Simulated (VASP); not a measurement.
Here is a VASP 6.6.1 calculation.

The input INCAR:

```
SYSTEM = TiAl
PREC = Accurate ; ENCUT = 520
EDIFF = 1E-7 ; ISMEAR = 0
SIGMA = 0.15 ; LREAL = .FALSE.
LASPH = .TRUE. ; NELM = 60
ALGO = Normal ; ISIF = 2
LWAVE = .FALSE. ; LCHARG = .FALSE.
GGA = PS ; NBANDS = 14
```

File KPOINTS:

```
regular mesh
0
G
  18 18 10
  0 0 0
```

POSCAR

```
TiAl
1.0
    2.8950000000      0.0000000000      0.0000000000
   -1.4475000000      2.5071435440      0.0000000000
    0.0000000000      0.0000000000      4.0649000000
Ti Al
1 1
Direct
    0.0000000000      0.0000000000      0.0000000000
    0.3333333333      0.6666666667      0.5000000000
```

Potentials or basis: VASP PAW PBE potentials, release 64 (Ti_sv, Al).

The run is started by

```bash
$ cat potpaw_PBE.64/Ti_sv/POTCAR potpaw_PBE.64/Al/POTCAR > POTCAR
$ mpirun -np 1 vasp_std > vasp.out
```

**Question.** What does it give for the pressure?

**Answer.** 16.9 GPa.

**Question.** Predict the band gap on the k mesh.

**Answer.** Zero (an odd number of electrons rules out a gap without spin polarisation).

Stress tensor (GPa, compression positive):
```
 8.93  0.00  0.00
 0.00  8.93  0.00
 0.00  0.00 32.75
```

Caveat: the stress differs along the axes, from 9 to 33 GPa; the PAW data sets were made with another functional, which shifts forces and pressure a little.
